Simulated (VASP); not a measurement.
# CdSe (F-43m) in VASP: further runs

The runs below take CdSe through single point, relaxation of cell and atoms, with LDA.

All numbers are computed with VASP 6.6.1; they aren't measurements. Logs are shortened: lines on timing, memory, paths and dates and some standing lists are left out, and cuts for length are marked.

## Step 1: The cell of the first run

Symmetry: F-43m, No. 216, cubic system. The conventional cell has a = 6.009 Å, b = 6.009 Å, c = 6.009 Å, α = 90.00°, β = 90.00°, γ = 90.00°. Cd (site symmetry -43m) has 4 Se at 2.60 Å within 3.4 Å. Within 3.4 Å of Se (site symmetry -43m) lie 4 Cd at 2.60 Å.

## Step 2: Single point, LDA

INCAR

```
SYSTEM = CdSe
PREC = Accurate
ENCUT = 520
EDIFF = 1E-6
ISMEAR = -1
SIGMA = 0.02
LREAL = .FALSE.
LASPH = .TRUE.
NELM = 60
ALGO = Normal
ISIF = 2
LWAVE = .FALSE.
LCHARG = .TRUE.
GGA = CA
LELF = .TRUE.
LVHAR = .TRUE.
NBANDS = 16
```

KPOINTS

```
Automatic mesh
0
G
  6 6 6
  0 0 0
```

POSCAR

```
CdSe
1.0
    0.0000000000      3.0044971087      3.0044971087
    3.0044971087      0.0000000000      3.0044971087
    3.0044971087      3.0044971087      0.0000000000
Cd Se
1 1
Direct
    0.0000000000      0.0000000000      0.0000000000
    0.7500000000      0.7500000000      0.7500000000
```

Potentials or basis: VASP PAW LDA potentials, release 64 (Cd, Se).

The run is started by

```
> cat potpaw_LDA.64/Cd/POTCAR potpaw_LDA.64/Se/POTCAR > POTCAR
> mpirun -np 1 vasp_std > vasp.out
```

OUTCAR:

```text
SYSTEM = CdSe
   PREC = Accurate
   ENCUT = 520
   EDIFF = 1E-6
   ISMEAR = -1
   LREAL = .FALSE.
   LASPH = .TRUE.
   NELM = 60
   ISIF = 2
   GGA = CA

 ion  position               nearest neighbor table
   1  0.000  0.000  0.000-   2 2.60   2 2.60   2 2.60   2 2.60
   2  0.750  0.750  0.750-   1 2.60   1 2.60   1 2.60   1 2.60

  LATTYP: Found a face centered cubic cell.
 ALAT       =     6.0089942174

  Lattice vectors:

 A1 = (   0.0000000000,   3.0044971087,   3.0044971087)
 A2 = (   3.0044971087,   0.0000000000,   3.0044971087)
 A3 = (   3.0044971087,   3.0044971087,   0.0000000000)

Analysis of symmetry for initial positions (statically):
=====================================================================
 Subroutine PRICEL returns:
 Original cell was already a primitive cell.

 Routine SETGRP: Setting up the symmetry group for a
 face centered cubic supercell.

 Subroutine GETGRP returns: Found 24 space group operations
 (whereof 24 operations were pure point group operations)
 out of a pool of 48 trial point group operations.

The static configuration has the point symmetry T_d .

Analysis of symmetry for dynamics (positions and initial velocities):
=====================================================================
 Subroutine PRICEL returns:
 Original cell was already a primitive cell.

 Routine SETGRP: Setting up the symmetry group for a
 face centered cubic supercell.

 Subroutine GETGRP returns: Found 24 space group operations
 (whereof 24 operations were pure point group operations)
 out of a pool of 48 trial point group operations.

The dynamic configuration has the point symmetry T_d .

 Subroutine INISYM returns: Found 24 space group operations
 (whereof 24 operations are pure point group operations),
 and found     1 'primitive' translations

----------------------------------------------------------------------------------------

                                     Primitive cell

  volume of cell :      54.2432

  direct lattice vectors                    reciprocal lattice vectors
     0.000000000  3.004497109  3.004497109    -0.166417201  0.166417201  0.166417201
     3.004497109  0.000000000  3.004497109     0.166417201 -0.166417201  0.166417201
     3.004497109  3.004497109  0.000000000     0.166417201  0.166417201 -0.166417201

  length of vectors
     4.249000559  4.249000559  4.249000559     0.288243048  0.288243048  0.288243048

  position of ions in fractional coordinates (direct lattice)
     0.000000000  0.000000000  0.000000000
     0.750000000  0.750000000  0.750000000

  ion indices of the primitive-cell ions
   primitive index   ion index
                 1           1
                 2           2

----------------------------------------------------------------------------------------

 KPOINTS: Automatic mesh

Automatic generation of k-mesh.
 Grid dimensions read from file:
 generate k-points for:    6    6    6

 Generating k-lattice:

  Cartesian coordinates                     Fractional coordinates (reciprocal lattice)
    -0.027736200  0.027736200  0.027736200     0.166666667  0.000000000  0.000000000
     0.027736200 -0.027736200  0.027736200     0.000000000  0.166666667  0.000000000
     0.027736200  0.027736200 -0.027736200     0.000000000  0.000000000  0.166666667

  Length of vectors
     0.048040508  0.048040508  0.048040508

  Shift w.r.t. Gamma in fractional coordinates (k-lattice)
     0.000000000  0.000000000  0.000000000

 Subroutine IBZKPT returns following result:
 ===========================================

 Found     16 irreducible k-points:

 Following reciprocal coordinates:
            Coordinates               Weight
  0.000000  0.000000  0.000000      1.000000
  0.166667  0.000000  0.000000      8.000000
  0.333333  0.000000  0.000000      8.000000
  0.500000  0.000000  0.000000      4.000000
  0.166667  0.166667  0.000000      6.000000
  0.333333  0.166667  0.000000     24.000000
[... 8 lines left out ...]
 -0.333333  0.333333  0.166667     24.000000
 -0.333333  0.500000  0.166667     12.000000
   k-points           NKPTS =     16   k-points in BZ     NKDIM =     16   number of bands    NBANDS=     16
   number of dos      NEDOS =    301   number of ions     NIONS =      2
   total plane-waves  NPLWV =  32768
   dimension x,y,z NGX =    32 NGY =   32 NGZ =   32
   dimension x,y,z NGXF=    64 NGYF=   64 NGZF=   64
   ions per type =               1   1
   NGX,Y,Z   is equivalent  to a cutoff of  12.52, 12.52, 12.52 a.u.
   NGXF,Y,Z  is equivalent  to a cutoff of  25.04, 25.04, 25.04 a.u.
 SYSTEM =  CdSe
   PREC   = accura    normal or accurate (medium, high low for compatibility)
   ISTART =      0    job   : 0-new  1-cont  2-samecut
   ICHARG =      2    charge: 1-file 2-atom 10-const
   ISPIN  =      1    spin polarized calculation?
   LNONCOLLINEAR =      F non collinear calculations
   LSORBIT =      F    spin-orbit coupling
   LASPH  =      T    aspherical Exc in radial PAW
   ENCUT  =  520.0 eV  38.22 Ry    6.18 a.u.   7.90  7.90  7.90*2*pi/ulx,y,z
   NELM   =     60;   NELMIN=  2; NELMDL= -5     # of ELM steps
   EDIFF  = 0.1E-05   stopping-criterion for ELM
   LREAL  =      F    real-space projection
   EDIFFG = 0.1E-04   stopping-criterion for IOM
   NSW    =      0    number of steps for IOM
   IBRION =     -1    ionic relax: 0-MD 1-quasi-New 2-CG
   NFREE  =      0    steps in history (QN), initial steepest desc. (CG)
   ISIF   =      2    stress and relaxation
   ISYM   =      2    0-nonsym 1-usesym 2-fastsym
   POTIM  = 0.5000    time-step for ionic-motion
   TEBEG  =    0.0;   TEEND  =   0.0 temperature during run
   PSTRESS=    0.0 pullay stress
   NELECT =      18.0000    total number of electrons
   NUPDOWN=      -1.0000    fix difference up-down
   EMIN   =  10.00;   EMAX   =-10.00  energy-range for DOS
   EFERMI =   0.00;   METHOD = LEGACY
   ISMEAR =    -1;   SIGMA  =   0.02  broadening in eV -4-tet -1-fermi 0-gaus
   EFERMI_NEDOS =   21; number of points for ismear=-14 and -15
   IALGO  =     38    algorithm
   IMIX   =      4    mixing-type and parameters
     AMIX     =   0.40;   BMIX     =  1.00
     AMIX_MAG =   1.60;   BMIX_MAG =  1.00
  volume/ion in A,a.u.               =      27.12       183.03
  Fermi-wavevector in a.u.,A,eV,Ry     =   1.133402  2.141819 17.478037  1.284600
  Thomas-Fermi vector in A             =   2.270104
   LORBIT       =      0    0 simple, 1 ext, 2 COOP (PROOUT), +10 PAW based schemes
   GGA     = CA    functional components
   LHFCALC =     F    Hartree Fock is set to
   AEXX    =    0.0000 exact exchange contribution
   IVDW    =     0    specifies the selected vdW correction
   LEPSILON=     F    determine dielectric tensor
   LRPA    =     F    only Hartree local field effects (RPA)
 non-spin polarized calculation
  energy-cutoff  :      520.00
  volume of cell :       54.24
 maximum number of plane-waves:      1476
   NGX = 15   NGY = 15   NGZ = 15

 number of electron      17.9999994 magnetization

 Free energy of the ion-electron system (eV)
  ---------------------------------------------------
  ext. energy  EPLUGINS =         0.00000000
  ---------------------------------------------------
  free energy    TOTEN  =        -6.75640952 eV

  energy without entropy =       -6.75640937  energy(sigma->0) =       -6.75640944

 E-fermi :   1.3493     XC(G=0):  -9.4512

 val. band max:        1.1211601892   @ k =   0.0000   0.0000   0.0000
 cond. band min:       1.5554075404   @ k =   0.0000   0.0000   0.0000
 fundamental gap:      0.4342473512
 Fermi energy:         1.3492704700

 k-point     1 :       0.0000    0.0000    0.0000
  band No.  band energies     occupation
      1     -11.7374      2.00000
      2      -6.9694      2.00000
      3      -6.9694      2.00000
      4      -6.9694      2.00000
      5      -6.5495      2.00000
      6      -6.5495      2.00000
[... 8 lines left out ...]
     15      12.2945      0.00000
     16      12.2945      0.00000

 k-point     2 :       0.1667    0.0000    0.0000
  band No.  band energies     occupation
      1     -11.6357      2.00000
      2      -6.9372      2.00000
      3      -6.9372      2.00000
      4      -6.8800      2.00000
      5      -6.5508      2.00000
      6      -6.5508      2.00000
[... 8 lines left out ...]
     15      11.2104      0.00000
     16      11.4728      0.00000

 k-point     3 :       0.3333    0.0000    0.0000
  band No.  band energies     occupation
      1     -11.4283      2.00000
      2      -6.8839      2.00000
      3      -6.8839      2.00000
      4      -6.5549      2.00000
      5      -6.5388      2.00000
      6      -6.5388      2.00000
[... 8 lines left out ...]
     15      11.6624      0.00000
     16      11.6624      0.00000

 k-point     4 :       0.5000    0.0000    0.0000
  band No.  band energies     occupation
      1     -11.3235      2.00000
      2      -6.8649      2.00000
      3      -6.8649      2.00000
      4      -6.5232      2.00000
      5      -6.5232      2.00000
      6      -6.2286      2.00000
[... 8 lines left out ...]
     15      13.3050      0.00000
     16      13.3050      0.00000
[... 172 lines left out ...]
 k-point    14 :       0.5000    0.3333    0.1667
  band No.  band energies     occupation
      1     -11.2943      2.00000
      2      -6.8074      2.00000
      3      -6.7995      2.00000
      4      -6.6326      2.00000
      5      -6.5207      2.00000
      6      -6.2993      2.00000
[... 8 lines left out ...]
     15      13.2830      0.00000
     16      14.3253      0.00000

 k-point    15 :      -0.3333    0.3333    0.1667
  band No.  band energies     occupation
      1     -11.2270      2.00000
      2      -6.8018      2.00000
      3      -6.7683      2.00000
      4      -6.5880      2.00000
      5      -6.5388      2.00000
      6      -6.0763      2.00000
[... 8 lines left out ...]
     15      12.9951      0.00000
     16      14.2593      0.00000

 k-point    16 :      -0.3333    0.5000    0.1667
  band No.  band energies     occupation
      1     -11.1942      2.00000
      2      -6.7680      2.00000
      3      -6.7372      2.00000
      4      -6.6229      2.00000
      5      -6.5196      2.00000
      6      -6.0472      2.00000
[... 8 lines left out ...]
     15      13.9382      0.00000
     16      14.1880      0.00000

------------------------ aborting loop because EDIFF is reached ----------------------------------------

  FORCE on cell =-STRESS in cart. coord.  units (eV):
  Direction    XX          YY          ZZ          XY          YZ          ZX
  --------------------------------------------------------------------------------------
  -------------------------------------------------------------------------------------
  Total        0.1570387      0.1570387      0.1570387     -0.0000000      0.0000000     -0.0000000
  in kB        4.6384395      4.6384395      4.6384395     -0.0000000      0.0000000     -0.0000000
  external PRESSURE =       4.6384395 kB  Pullay stress =       0.0000000 kB

 VOLUME and BASIS-vectors are now :
 -----------------------------------------------------------------------------
  energy-cutoff  :      520.00
  volume of cell :       54.24
      direct lattice vectors                 reciprocal lattice vectors
     0.000000000  3.004497109  3.004497109    -0.166417201  0.166417201  0.166417201
     3.004497109  0.000000000  3.004497109     0.166417201 -0.166417201  0.166417201
     3.004497109  3.004497109  0.000000000     0.166417201  0.166417201 -0.166417201

 POSITION                                       TOTAL-FORCE (eV/Angst)
 -----------------------------------------------------------------------------------
      0.00000      0.00000      0.00000         0.000000      0.000000      0.000000
      4.50675      4.50675      4.50675        -0.000000     -0.000000     -0.000000
 -----------------------------------------------------------------------------------
    total drift:                               -0.000000     -0.000000      0.000000

  FREE ENERGIE OF THE ION-ELECTRON SYSTEM (eV)
  ---------------------------------------------------
  free  energy   TOTEN  =        -6.7564095161 eV

  energy  without entropy=       -6.7564093694  energy(sigma->0) =       -6.75640944
```

It took 19 s on 1 thread of AMD EPYC 7R43 (Zen 3), shared host; peak memory 0.12 GiB.

Results:

* Free energy: -6.7564 eV
* Pressure: 0.5 GPa
* Band gap on the k mesh: 0.43 eV

Levels at points of the mesh, in eV from the valence-band top:
```csv
k point,band 5,band 6,band 7,band 8,band 9,band 10,band 11,band 12,band 13,band 14
"(0.00, 0.00, 0.00)",-7.67,-7.67,0.00,0.00,0.00,0.43,5.79,5.79,5.79,9.64
"(0.50, 0.00, 0.00)",-7.64,-7.35,-4.70,-0.82,-0.82,2.24,6.32,6.32,7.29,9.90
"(0.50, 0.50, 0.00)",-7.60,-7.28,-4.33,-2.02,-2.02,2.86,3.64,9.06,10.24,10.24
```

Caveat: semilocal functionals underestimate gaps, and a narrow one can read as zero.

## Step 3: Relaxation of cell and atoms, LDA

This run uses another cell than the first one, of 29.75 Å³/atom.

INCAR

```
PREC = Accurate
ENCUT = 600
EDIFF = 1E-6
ISMEAR = -1
SIGMA = 0.02
LREAL = F
LASPH = T
NELM = 100
ALGO = Normal
ISIF = 3
LWAVE = F
LCHARG = F
GGA = CA
IBRION = 2
NSW = 80
EDIFFG = -0.005
```

KPOINTS

```
regular mesh
0
Gamma
  6 6 6
```

POSCAR

```
CdSe
1.0
    0.0000000000      3.0986163506      3.0986163506
    3.0986163506      0.0000000000      3.0986163506
    3.0986163506      3.0986163506      0.0000000000
Cd Se
1 1
Direct
    0.0000000000      0.0000000000      0.0000000000
    0.7500000000      0.7500000000      0.7500000000
```

Potentials or basis: VASP PAW LDA potentials, release 64 (Cd, Se).

The run is started by

```
> cat potpaw_LDA.64/Cd/POTCAR potpaw_LDA.64/Se/POTCAR > POTCAR
> mpirun -np 1 vasp_std > vasp.out
```

OUTCAR:

```text
PREC = Accurate
   ENCUT = 600
   EDIFF = 1E-6
   ISMEAR = -1
   LREAL = F
   LASPH = T
   NELM = 100
   ISIF = 3
   GGA = CA
   IBRION = 2
   NSW = 80
   EDIFFG = -0.005

 ion  position               nearest neighbor table
   1  0.000  0.000  0.000-   2 2.68   2 2.68   2 2.68   2 2.68
   2  0.750  0.750  0.750-   1 2.68   1 2.68   1 2.68   1 2.68

  LATTYP: Found a face centered cubic cell.
 ALAT       =     6.1972327012

  Lattice vectors:

 A1 = (   0.0000000000,   3.0986163506,   3.0986163506)
 A2 = (   3.0986163506,   0.0000000000,   3.0986163506)
 A3 = (   3.0986163506,   3.0986163506,   0.0000000000)

Analysis of symmetry for initial positions (statically):
=====================================================================
 Subroutine PRICEL returns:
 Original cell was already a primitive cell.

 Routine SETGRP: Setting up the symmetry group for a
 face centered cubic supercell.

 Subroutine GETGRP returns: Found 24 space group operations
 (whereof 24 operations were pure point group operations)
 out of a pool of 48 trial point group operations.

The static configuration has the point symmetry T_d .

Analysis of symmetry for dynamics (positions and initial velocities):
[... 145 lines left out ...]
  ---------------------------------------------------
  ext. energy  EPLUGINS =         0.00000000
  ---------------------------------------------------
  free energy    TOTEN  =        -6.69150125 eV

  energy without entropy =       -6.69149139  energy(sigma->0) =       -6.69149632

------------------------ aborting loop because EDIFF is reached ----------------------------------------

  FORCE on cell =-STRESS in cart. coord.  units (eV):
  Direction    XX          YY          ZZ          XY          YZ          ZX
  --------------------------------------------------------------------------------------
  -------------------------------------------------------------------------------------
  Total       -1.4995843     -1.4995843     -1.4995843     -0.0000000     -0.0000000      0.0000000
  in kB      -40.3783011    -40.3783011    -40.3783011     -0.0000000     -0.0000000      0.0000000
  external PRESSURE =     -40.3783011 kB  Pullay stress =       0.0000000 kB
[... 59 lines left out ...]
--------------------------------------- Ionic step        3  -------------------------------------------

 number of electron      18.0000003 magnetization

 Free energy of the ion-electron system (eV)
  ---------------------------------------------------
  ext. energy  EPLUGINS =         0.00000000
  ---------------------------------------------------
  free energy    TOTEN  =        -6.75819310 eV

  energy without entropy =       -6.75819290  energy(sigma->0) =       -6.75819300

 E-fermi :   1.2813     XC(G=0):  -9.4195

 val. band max:        1.0604991270   @ k =   0.0000   0.0000   0.0000
 cond. band min:       1.4801891155   @ k =   0.0000   0.0000   0.0000
 fundamental gap:      0.4196899885
 Fermi energy:         1.2813321952

 k-point     1 :       0.0000    0.0000    0.0000
  band No.  band energies     occupation
      1     -11.7555      2.00000
      2      -7.0032      2.00000
      3      -7.0032      2.00000
      4      -7.0032      2.00000
      5      -6.5915      2.00000
      6      -6.5915      2.00000
      7       1.0605      1.99997
      8       1.0605      1.99997
      9       1.0605      1.99997
     10       1.4802      0.00010
     11       6.8523      0.00000
     12       6.8523      0.00000
     13       6.8523      0.00000
[... 267 lines left out ...]
  FREE ENERGIE OF THE ION-ELECTRON SYSTEM (eV)
  ---------------------------------------------------
  free  energy   TOTEN  =        -6.7581931020 eV

  energy  without entropy=       -6.7581928974  energy(sigma->0) =       -6.75819300

 reached required accuracy - stopping structural energy minimisation
```

CONTCAR:

```text
CdSe
   1.00000000000000
     0.0000000000000000    3.0115934686481403    3.0115934686481403
     3.0115934686481403   -0.0000000000000000    3.0115934686481403
     3.0115934686481403    3.0115934686481403    0.0000000000000000
  Cd              Se
     1     1
Direct
     0.0000000000000000    0.0000000000000000    0.0000000000000000
     0.7500000000000000    0.7500000000000000    0.7500000000000000

  0.00000000E+00  0.00000000E+00  0.00000000E+00
  0.00000000E+00  0.00000000E+00  0.00000000E+00
```

Wall time 54 s (1 thread of AMD EPYC 7R43 (Zen 3), shared host); peak memory 0.15 GiB.

What came out:

| Quantity | Value |
| --- | --- |
| Free energy | -6.7582 eV |
| Relaxed volume | 27.31 Å³/atom |
| Relaxed cell | a = 4.259 Å, b = 4.259 Å, c = 4.259 Å, α = 60.00°, β = 60.00°, γ = 60.00° |
| Space group after relaxing (to 0.1 Å) | F-43m (No. 216) |
| Energy gained by relaxing | 33.3 meV/atom |
| Ionic steps | 3 |
| Pressure after relaxing | 0.0 GPa |
| Band gap on the k mesh | 0.42 eV |

The path:
```
step  energy change (eV)  largest force (eV/Å)  pressure (GPa)  volume (Å³)
   1              0.0000                0.0000           -4.04        59.50
   2             -0.0603                0.0000            1.56        53.28
   3             -0.0667                0.0000           -0.02        54.63
```

Final structure:
```
Cd Se
1.0
     0.00000    3.01159    3.01159
     3.01159    0.00000    3.01159
     3.01159    3.01159    0.00000
Cd Se
1 1
Direct
  0.00000 0.00000 0.00000
  0.75000 0.75000 0.75000
```

Levels at points of the mesh, in eV from the valence-band top:
```
           k point  band 7  band 8  band 9  band 10  band 11  band 12
(0.00, 0.00, 0.00)    0.00    0.00    0.00     0.42     5.79     5.79
(0.50, 0.00, 0.00)   -4.66   -0.81   -0.81     2.23     6.32     6.32
(0.50, 0.50, 0.00)   -4.30   -1.99   -1.99     2.88     3.63     9.02
```

Caveat: semilocal functionals underestimate gaps, and a narrow one can read as zero.
